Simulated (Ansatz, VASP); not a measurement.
# Two plane-wave programs on C

File INCAR:

```
PREC     = Accurate       # precision mode
ENCUT    = 520            # plane-wave cutoff, eV
EDIFF    = 1E-7           # SCF threshold, eV
ISMEAR   = 0              # smearing method
SIGMA    = 0.05           # smearing width, eV
LREAL    = F              # projectors in reciprocal space
LASPH    = T              # aspherical terms in the spheres
NELM     = 100            # most SCF steps
ALGO     = Normal         # electronic algorithm
ISIF     = 2              # what is computed and relaxed
LWAVE    = F              # write WAVECAR
LCHARG   = T              # write CHGCAR
GGA      = PE             # functional
LELF     = T              # ELF
LVHAR    = T            
NBANDS   = 36             # bands
```

Contents of KPOINTS:

```
Automatic mesh
0
Gamma
  12 12 2
```

The input POSCAR:

```
C
1.0
    2.5205457478      0.0000000000      0.0000000000
   -1.2602728739      2.1828566490      0.0000000000
    0.0000000000      0.0000000000     12.2737000000
C
12
Direct
    0.0000000000      0.0000000000      0.1868593266
    0.0000000000      0.0000000000      0.6868593266
    0.0000000000      0.0000000000      0.3131406734
    0.0000000000      0.0000000000      0.8131406734
    0.3333333333      0.6666666667      0.5207665411
    0.6666666667      0.3333333333      0.0207665411
    0.3333333333      0.6666666667      0.9792334589
    0.6666666667      0.3333333333      0.4792334589
    0.3333333333      0.6666666667      0.6450950823
    0.6666666667      0.3333333333      0.1450950823
    0.3333333333      0.6666666667      0.8549049177
    0.6666666667      0.3333333333      0.3549049177
```

Input for Ansatz:

```yaml
crystal:
  lattice:
    - [2.5205457478, 0.0, 0.0]
    - [-1.2602728739, 2.182856649, 0.0]
    - [0.0, 0.0, 12.2737]
  atoms:
    - { symbol: C, position: [0.0, 0.0, 0.1868593266] }
    - { symbol: C, position: [0.0, 0.0, 0.6868593266] }
    - { symbol: C, position: [0.0, 0.0, 0.3131406734] }
    - { symbol: C, position: [0.0, 0.0, 0.8131406734] }
    - { symbol: C, position: [0.3333333333, 0.6666666667, 0.5207665411] }
    - { symbol: C, position: [0.6666666667, 0.3333333333, 0.0207665411] }
    - { symbol: C, position: [0.3333333333, 0.6666666667, 0.9792334589] }
    - { symbol: C, position: [0.6666666667, 0.3333333333, 0.4792334589] }
    - { symbol: C, position: [0.3333333333, 0.6666666667, 0.6450950823] }
    - { symbol: C, position: [0.6666666667, 0.3333333333, 0.1450950823] }
    - { symbol: C, position: [0.3333333333, 0.6666666667, 0.8549049177] }
    - { symbol: C, position: [0.6666666667, 0.3333333333, 0.3549049177] }
basis:
  ecutwfc: 520.0
kpoints:
  mp_grid: { grid: [12, 12, 2] }
hamiltonian:
  xc: pbe
  pseudopotentials: { kind: paw, azcp: { folder: soft_1 } }
scf:
  occupations: { method: gaussian, width: 0.05 }
output:
  forces: true
  stress: true
  eigenvalues: true
  write_density: true
  write_potential: true
  elf: true
  volumetric_format: npy
```

Alike in both runs: task single point; functional PBE; k mesh 12 × 12 × 2; occupations gaussian, width 0.05 eV; no spin polarisation.

|  | VASP | Ansatz |
| --- | --- | --- |
| version | VASP 6.6.1 | Ansatz 0.2.0 |
| potentials or method | VASP PAW PBE potentials, release 64 (C), cutoff 520 eV | scalar-relativistic, plane waves, PAW |
| valence electrons in the cell | 48 | 48 |

|  | VASP | Ansatz | Ansatz less VASP |
| --- | --- | --- | --- |
| gap on the k mesh at the Fermi level (eV) | 4.39 | 4.40 | +0.010 |
| least direct gap on the mesh (eV) | 5.27 | 5.27 | +0.006 |
| pressure (GPa) | 6.4 | 5.7 | -0.67 |
| traceless stress, the component that is largest in VASP (GPa) | 10.29 | 10.25 | -0.044 |
| rms of the force components (eV/Å) | 0.027 | 0.025 | -0.0015 |

Atom by atom the forces differ by 0.002 eV/Å (rms over components). With one functional, cell and mesh, what is left measures potentials, basis and numerics.
